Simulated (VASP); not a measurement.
Crystal: VN.

```xyz
2
Lattice="0.0000 2.0600 2.0600 2.0600 0.0000 2.0600 2.0600 2.0600 0.0000" Properties=species:S:1:pos:R:3 pbc="T T T"
V     2.0600    2.0600    2.0600
N     0.0000    0.0000    0.0000
```

* Program: VASP 6.6.1
* Task: relaxation of cell and atoms
* Functional: PBEsol
* Potentials or basis: VASP PAW PBE potentials, release 64 (V_sv, N)
* Cutoff: 600 eV
* k mesh: 8 × 8 × 8
* Occupations: gaussian, width 0.1 eV
* Spin: no spin polarisation

At the start: pressure -10.5 GPa; volume 8.74 Å³/atom.

Question: Where does the relaxation end?

Answer: Over 3 steps the energy falls by 9.5 meV/atom and the volume is 8.46 Å³/atom (-3.2 %); space group Fm-3m (No. 225, to 0.05 Å).

Step by step:
| step | energy change (eV) | largest force (eV/Å) | pressure (GPa) | volume (Å³) |
| --- | --- | --- | --- | --- |
| 1 | 0.0000 | 0.0000 | -10.47 | 17.48 |
| 2 | 0.0302 | 0.0000 | 19.58 | 16.08 |
| 3 | -0.0190 | 0.0000 | -0.19 | 16.93 |

Final structure:
```xyz
2
Lattice="0.0000 2.0379 2.0379 2.0379 0.0000 2.0379 2.0379 2.0379 0.0000" Properties=species:S:1:pos:R:3 pbc="T T T"
V     2.0379    2.0379    2.0379
N     0.0000    0.0000    0.0000
```

Caveat: the PAW data sets were made with another functional, which shifts forces and pressure a little; the run has no spin polarisation, though such a crystal can be magnetic.
